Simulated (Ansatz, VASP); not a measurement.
**Two plane-wave programs on ZnO**

```
CELL_PARAMETERS angstrom
3.22221 0.00000 0.00000
-1.61110 2.90441 0.00000
0.00000 0.00000 7.13044
ATOMIC_POSITIONS crystal
Zn 0.00000 0.00000 0.75000
Zn 0.00000 0.00000 0.25000
O 0.33333 0.66667 0.25000
O 0.66667 0.33333 0.75000
```

Change from the starting cell: strain -0.0200 x Voigt [1, -1, 0, 0, 0, 0], atoms carried along.

Alike in both runs: task single point; functional PBE; dispersion D3(BJ); k mesh 9 × 9 × 4; occupations gaussian, width 0.05 eV; no spin polarisation.

|  | VASP | Ansatz |
| --- | --- | --- |
| version | VASP 6.6.1 | Ansatz 0.2.0 |
| potentials or method | VASP PAW PBE potentials, release 64 (Zn, O), cutoff 520 eV | scalar-relativistic, plane waves, PAW |
| valence electrons in the cell | 36 | 36 |

Ansatz gave:

- gap on the k mesh at the Fermi level (eV): 0.75
- least direct gap on the mesh (eV): 0.75
- pressure (GPa): -2.1
- traceless stress, the component that is largest in VASP (GPa): 3.60
- rms of the force components (eV/Å): 0.256

What did VASP give for the same quantities?

gap on the k mesh at the Fermi level (eV): 0.75; least direct gap on the mesh (eV): 0.75; pressure (GPa): -1.4; traceless stress, the component that is largest in VASP (GPa): 4.15; rms of the force components (eV/Å): 0.274.

Atom by atom the forces differ by 0.018 eV/Å (rms over components).
